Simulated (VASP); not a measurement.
# SnSe (Fm-3m) in VASP: further runs, part 2 of 2

VASP 6.6.1. Earlier steps stand in the parts before.

## (4) Single point, PBE+D3(BJ)

This run uses another cell than the first one, of 20.44 Å³/atom, 0.766 times its volume.

The input, INCAR:

```
  PREC = Accurate
  ENCUT = 520
  EDIFF = 1E-7
  ISMEAR = 0
  SIGMA = 0.01
  LREAL = F
  LASPH = T
  NELM = 80
  ALGO = Normal
  ISIF = 2
  LWAVE = F
  LCHARG = F
  GGA = PE
  IVDW = 12
  NBANDS = 17
```

The input, KPOINTS:

```
regular mesh
0
Gamma
  10 10 10
```

The input, POSCAR:

```
SnSe
1.0
    0.0000000000      2.7342322855      2.7342322855
    2.7342322855      0.0000000000      2.7342322855
    2.7342322855      2.7342322855      0.0000000000
Sn Se
1 1
Direct
    0.0000000000      0.0000000000      0.0000000000
    0.5000000000      0.5000000000      0.5000000000
```

Potentials or basis: VASP PAW PBE potentials, release 64 (Sn_d, Se).

The run is started by

```
$ cat potpaw_PBE.64/Sn_d/POTCAR potpaw_PBE.64/Se/POTCAR > POTCAR
$ mpirun -np 1 vasp_std > vasp.out
```

OUTCAR:

```text
PREC = Accurate
   ENCUT = 520
   EDIFF = 1E-7
   ISMEAR = 0
   LREAL = F
   LASPH = T
   NELM = 80
   ISIF = 2
   GGA = PE
   IVDW = 12
 IVDW          = 12

 ion  position               nearest neighbor table
   1  0.000  0.000  0.000-   2 2.73   2 2.73   2 2.73   2 2.73   2 2.73   2 2.73
   2  0.500  0.500  0.500-   1 2.73   1 2.73   1 2.73   1 2.73   1 2.73   1 2.73

  LATTYP: Found a face centered cubic cell.
 ALAT       =     5.4684645710

  Lattice vectors:

 A1 = (   0.0000000000,   2.7342322855,   2.7342322855)
 A2 = (   2.7342322855,   0.0000000000,   2.7342322855)
 A3 = (   2.7342322855,   2.7342322855,   0.0000000000)

Analysis of symmetry for initial positions (statically):
=====================================================================
 Subroutine PRICEL returns:
 Original cell was already a primitive cell.

 Routine SETGRP: Setting up the symmetry group for a
 face centered cubic supercell.

 Subroutine GETGRP returns: Found 48 space group operations
 (whereof 48 operations were pure point group operations)
 out of a pool of 48 trial point group operations.

The static configuration has the point symmetry O_h .

Analysis of symmetry for dynamics (positions and initial velocities):
=====================================================================
 Subroutine PRICEL returns:
 Original cell was already a primitive cell.

 Routine SETGRP: Setting up the symmetry group for a
 face centered cubic supercell.

 Subroutine GETGRP returns: Found 48 space group operations
 (whereof 48 operations were pure point group operations)
 out of a pool of 48 trial point group operations.

The dynamic configuration has the point symmetry O_h .

 Subroutine INISYM returns: Found 48 space group operations
 (whereof 48 operations are pure point group operations),
 and found     1 'primitive' translations

----------------------------------------------------------------------------------------

                                     Primitive cell

  volume of cell :      40.8824

  direct lattice vectors                    reciprocal lattice vectors
     0.000000000  2.734232286  2.734232286    -0.182866687  0.182866687  0.182866687
     2.734232286  0.000000000  2.734232286     0.182866687 -0.182866687  0.182866687
     2.734232286  2.734232286  0.000000000     0.182866687  0.182866687 -0.182866687

  length of vectors
     3.866788381  3.866788381  3.866788381     0.316734393  0.316734393  0.316734393

  position of ions in fractional coordinates (direct lattice)
     0.000000000  0.000000000  0.000000000
     0.500000000  0.500000000  0.500000000

  ion indices of the primitive-cell ions
   primitive index   ion index
                 1           1
                 2           2

----------------------------------------------------------------------------------------

 KPOINTS: regular mesh

Automatic generation of k-mesh.
 Grid dimensions read from file:
 generate k-points for:   10   10   10

 Generating k-lattice:

  Cartesian coordinates                     Fractional coordinates (reciprocal lattice)
    -0.018286669  0.018286669  0.018286669     0.100000000  0.000000000  0.000000000
     0.018286669 -0.018286669  0.018286669     0.000000000  0.100000000  0.000000000
     0.018286669  0.018286669 -0.018286669     0.000000000  0.000000000  0.100000000

  Length of vectors
     0.031673439  0.031673439  0.031673439

  Shift w.r.t. Gamma in fractional coordinates (k-lattice)
     0.000000000  0.000000000  0.000000000

 Subroutine IBZKPT returns following result:
 ===========================================

 Found     47 irreducible k-points:

 Following reciprocal coordinates:
            Coordinates               Weight
  0.000000  0.000000  0.000000      1.000000
  0.100000  0.000000  0.000000      8.000000
  0.200000  0.000000  0.000000      8.000000
  0.300000  0.000000  0.000000      8.000000
  0.400000  0.000000  0.000000      8.000000
  0.500000  0.000000  0.000000      4.000000
[... 16 lines left out ...]
  0.300000  0.300000  0.000000      6.000000
  0.400000  0.300000  0.000000     24.000000
 [... further k-points ...]
   k-points           NKPTS =     47   k-points in BZ     NKDIM =     47   number of bands    NBANDS=     17
   number of dos      NEDOS =    301   number of ions     NIONS =      2
   total plane-waves  NPLWV =  27000
   dimension x,y,z NGX =    30 NGY =   30 NGZ =   30
   dimension x,y,z NGXF=    60 NGYF=   60 NGZF=   60
   ions per type =               1   1
   NGX,Y,Z   is equivalent  to a cutoff of  12.90, 12.90, 12.90 a.u.
   NGXF,Y,Z  is equivalent  to a cutoff of  25.80, 25.80, 25.80 a.u.
 SYSTEM =  unknown system
   PREC   = accura    normal or accurate (medium, high low for compatibility)
   ISTART =      0    job   : 0-new  1-cont  2-samecut
   ICHARG =      2    charge: 1-file 2-atom 10-const
   ISPIN  =      1    spin polarized calculation?
   LNONCOLLINEAR =      F non collinear calculations
   LSORBIT =      F    spin-orbit coupling
   LASPH  =      T    aspherical Exc in radial PAW
   ENCUT  =  520.0 eV  38.22 Ry    6.18 a.u.   7.19  7.19  7.19*2*pi/ulx,y,z
   NELM   =     80;   NELMIN=  2; NELMDL= -5     # of ELM steps
   EDIFF  = 0.1E-06   stopping-criterion for ELM
   LREAL  =      F    real-space projection
   EDIFFG = 0.1E-05   stopping-criterion for IOM
   NSW    =      0    number of steps for IOM
   IBRION =     -1    ionic relax: 0-MD 1-quasi-New 2-CG
   NFREE  =      0    steps in history (QN), initial steepest desc. (CG)
   ISIF   =      2    stress and relaxation
   ISYM   =      2    0-nonsym 1-usesym 2-fastsym
   POTIM  = 0.5000    time-step for ionic-motion
   TEBEG  =    0.0;   TEEND  =   0.0 temperature during run
   PSTRESS=    0.0 pullay stress
   NELECT =      20.0000    total number of electrons
   NUPDOWN=      -1.0000    fix difference up-down
   EMIN   =  10.00;   EMAX   =-10.00  energy-range for DOS
   EFERMI =   0.00;   METHOD = LEGACY
   ISMEAR =     0;   SIGMA  =   0.01  broadening in eV -4-tet -1-fermi 0-gaus
   EFERMI_NEDOS =   21; number of points for ismear=-14 and -15
   IALGO  =     38    algorithm
   IMIX   =      4    mixing-type and parameters
     AMIX     =   0.40;   BMIX     =  1.00
     AMIX_MAG =   1.60;   BMIX_MAG =  1.00
  volume/ion in A,a.u.               =      20.44       137.94
  Fermi-wavevector in a.u.,A,eV,Ry     =   1.289950  2.437651 22.639687  1.663970
  Thomas-Fermi vector in A             =   2.421811
   LORBIT       =      0    0 simple, 1 ext, 2 COOP (PROOUT), +10 PAW based schemes
   GGA     = PE    functional components
   LHFCALC =     F    Hartree Fock is set to
   AEXX    =    0.0000 exact exchange contribution
   IVDW    =    12    specifies the selected vdW correction
   LEPSILON=     F    determine dielectric tensor
   LRPA    =     F    only Hartree local field effects (RPA)
 non-spin polarized calculation
 Gauss-broadening in eV      SIGMA  =   0.01
  energy-cutoff  :      520.00
  volume of cell :       40.88
 maximum number of plane-waves:      1114
 NGX is ok and might be reduce to    30
   NGX = 15   NGY = 15   NGZ = 15

 number of electron      19.9999993 magnetization

 Free energy of the ion-electron system (eV)
  ---------------------------------------------------
  ext. energy  EPLUGINS =         0.00000000
  ---------------------------------------------------
  free energy    TOTEN  =        -7.19463973 eV

  energy without entropy =       -7.19463973  energy(sigma->0) =       -7.19463973

 E-fermi :   9.8733     XC(G=0): -10.9796

 val. band max:        9.8262979254   @ k =  -0.2000   0.2000   0.0000
 cond. band min:       9.9583604562   @ k =  -0.4000   0.1000   0.0000
 fundamental gap:      0.1320625309
 Fermi energy:         9.8733253022

 k-point     1 :       0.0000    0.0000    0.0000
  band No.  band energies     occupation
      1     -12.4928      2.00000
      2     -12.4928      2.00000
      3     -12.4761      2.00000
      4     -12.4761      2.00000
      5     -12.4761      2.00000
      6      -6.9680      2.00000
[... 9 lines left out ...]
     16      14.7297      0.00000
     17      16.8915      0.00000
[... 441 lines left out ...]
 k-point    24 :       0.4000    0.3000    0.0000
  band No.  band energies     occupation
      1     -12.5837      2.00000
      2     -12.4920      2.00000
      3     -12.4781      2.00000
      4     -12.4337      2.00000
      5     -12.4311      2.00000
      6      -5.2426      2.00000
[... 9 lines left out ...]
     16      21.0643      0.00000
     17      21.6225      0.00000

 [... further k-points ...]

------------------------ aborting loop because EDIFF is reached ----------------------------------------

 Edisp (eV)   -0.94812

 E8    (eV) :    -0.4260

  FORCE on cell =-STRESS in cart. coord.  units (eV):
  Direction    XX          YY          ZZ          XY          YZ          ZX
  --------------------------------------------------------------------------------------
  -------------------------------------------------------------------------------------
  Total       6.40376     6.40376     6.40376    -0.00000     0.00000     0.00000
  in kB     250.96299   250.96299   250.96299    -0.00000     0.00000     0.00000
  external pressure =      250.96 kB  Pullay stress =        0.00 kB

 VOLUME and BASIS-vectors are now :
 -----------------------------------------------------------------------------
  energy-cutoff  :      520.00
  volume of cell :       40.88
      direct lattice vectors                 reciprocal lattice vectors
     0.000000000  2.734232286  2.734232286    -0.182866687  0.182866687  0.182866687
     2.734232286  0.000000000  2.734232286     0.182866687 -0.182866687  0.182866687
     2.734232286  2.734232286  0.000000000     0.182866687  0.182866687 -0.182866687

 POSITION                                       TOTAL-FORCE (eV/Angst)
 -----------------------------------------------------------------------------------
      0.00000      0.00000      0.00000        -0.000000     -0.000000     -0.000000
      2.73423      2.73423      2.73423         0.000000      0.000000      0.000000
 -----------------------------------------------------------------------------------
    total drift:                               -0.000000      0.000000      0.000000

  FREE ENERGIE OF THE ION-ELECTRON SYSTEM (eV)
  ---------------------------------------------------
  free  energy   TOTEN  =        -8.1427611557 eV

  energy  without entropy=       -8.1427611557  energy(sigma->0) =       -8.14276116
```

stdout:

```text
POSCAR found type information on POSCAR SnSe
 POSCAR found :  2 types and       2 ions
 scaLAPACK will be used
 LDA part: xc-table for (Slater+PW92), standard interpolation
 POSCAR, INCAR and KPOINTS ok, starting setup
 FFT: planning ... GRIDC
 FFT: planning ... GRID_SOFT
 FFT: planning ... GRID
 WAVECAR not read
 entering main loop
```

Run time: 66 s. Hardware: 1 thread of AMD EPYC 7R13, shared host; peak memory 0.17 GiB.

What came out:

- Free energy: -8.1428 eV
- Pressure: 25.1 GPa
- Band gap on the k mesh: 0.13 eV, indirect (least direct gap 0.37 eV)
- Dispersion energy per atom: -0.474 eV

Caveat: spin-orbit coupling is left out, which moves the levels of the heavy elements.

## (5) The runs side by side

```csv
task,cell,k mesh,cutoff (eV),smearing,gap on the mesh (eV),pressure (GPa)
relaxation of cell and atoms,"relaxed to 50 GPa from a = 4.226 Å, angles 60.0°, 2 atoms",10 × 10 × 10,600,tetrahedron,0.06,50.0
relaxation of cell and atoms,"relaxed to 50 GPa from a = 3.701 Å, angles 60.0°, 2 atoms",12 × 12 × 12,600,gaussian 0.01 eV,none,50.0
single point,"a = 3.867 Å, angles 60.0°, 2 atoms",10 × 10 × 10,520,gaussian 0.01 eV,0.13,25.1
```

Alike in all rows: level PBE+D3(BJ); potentials or basis VASP PAW PBE potentials, release 64 (Sn_d, Se); no spin polarisation.

Caveats: spin-orbit coupling is left out, which moves the levels of the heavy elements; the cell is relaxed towards a set pressure, so the enthalpy falls and the energy may rise (some runs); the volume moved by over 15 % at a fixed basis, so the end points are rough (some runs); pairwise dispersion overbinds metals, which lowers pressure and volume (some runs).

Total energies depend on the potentials used, so only differences within one code and one set of settings carry meaning.
